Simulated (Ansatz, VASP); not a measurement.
## Two plane-wave programs on ZnO

File POSCAR:

```
ZnO
1.0
    0.0000000000      2.1337703963      2.1337703963
    2.1890350496      0.0000000000      2.1337703963
    2.1890350496      2.1337703963      0.0000000000
Zn O
1 1
Direct
    0.0000000000      0.0000000000      0.0000000000
    0.5000000000      0.5000000000      0.5000000000
```

File INCAR.step1:

```
SYSTEM = ZnO
PREC     = Accurate       ! precision mode
ENCUT    = 910            ! plane-wave cutoff, eV
ISMEAR   = 0              ! smearing method
SIGMA    = 0.01           ! smearing width, eV
LREAL    = .FALSE.        ! projectors in reciprocal space
LASPH    = .TRUE.         ! aspherical terms in the spheres
NELM     = 120            ! most SCF steps
NBANDS   = 16             ! bands
GGA      = PE             ! functional
ALGO     = Normal         ! electronic algorithm
EDIFF    = 1E-5           ! SCF threshold, eV
LWAVE    = .TRUE.         ! write WAVECAR
LCHARG   = .FALSE.        ! write CHGCAR
GGA_COMPAT= .FALSE.
```

Contents of INCAR.step2:

```
SYSTEM = ZnO
PREC     = Accurate       ! precision mode
ENCUT    = 910            ! plane-wave cutoff, eV
EDIFF    = 1E-6           ! SCF threshold, eV
ISMEAR   = 0              ! smearing method
SIGMA    = 0.01           ! smearing width, eV
LREAL    = .FALSE.        ! projectors in reciprocal space
LASPH    = .TRUE.         ! aspherical terms in the spheres
NELM     = 120            ! most SCF steps
ALGO     = Normal         ! electronic algorithm
ISIF     = 2              ! what is computed and relaxed
LWAVE    = .FALSE.        ! write WAVECAR
LCHARG   = .FALSE.        ! write CHGCAR
METAGGA  = R2SCAN         ! meta-GGA
LMIXTAU  = .TRUE.       
NBANDS   = 16             ! bands
ISTART   = 1            
GGA_COMPAT= .FALSE.
```

The input KPOINTS:

```
Automatic mesh
0
G
  10 10 10
  0 0 0
```

Input for Ansatz:

```yaml
crystal:
  lattice:
    - [0.0, 2.1337703963, 2.1337703963]
    - [2.1890350496, 0.0, 2.1337703963]
    - [2.1890350496, 2.1337703963, 0.0]
  atoms:
    - { symbol: Zn, position: [0.0, 0.0, 0.0] }
    - { symbol: O, position: [0.5, 0.5, 0.5] }
kpoints:
  mp_grid: { grid: [10, 10, 10] }
  band_path:
    path:
      - [0.0, 0.0, 0.0]
      - [0.5, 0.0, 0.5]
      - [0.625, 0.25, 0.625]
      - [0.375, 0.375, 0.75]
      - [0.5, 0.5, 0.5]
      - [0.5, 0.25, 0.75]
    npoints: 1
hamiltonian:
  xc: r2scan
scf:
  occupations: { method: fixed }
  n_extra_bands: 4
output:
  forces: true
  stress: true
  eigenvalues: true
```

Change from the starting cell: uniaxial_x strain +2.6%.

Alike in both runs: task single point; functional r2SCAN; k mesh 10 × 10 × 10; no spin polarisation.

|  | VASP | Ansatz |
| --- | --- | --- |
| version | VASP 6.6.1 | Ansatz 0.2.0 |
| potentials or method | VASP PAW PBE potentials, release 64 (Zn, O_h) | plane waves, PAW |
| plane-wave cutoff (eV) | 910 | 500 |
| occupations | gaussian, width 0.01 eV | fixed |
| valence electrons in the cell | 18 | 18 |

|  | VASP | Ansatz | Ansatz less VASP |
| --- | --- | --- | --- |
| gap on the k mesh at the Fermi level (eV) | 1.35 | 1.37 | +0.018 |

VASP's potentials were made for PBE, not for r2SCAN.

Noted on VASP's run: the cutoff is short for stress, so the pressure is rough.
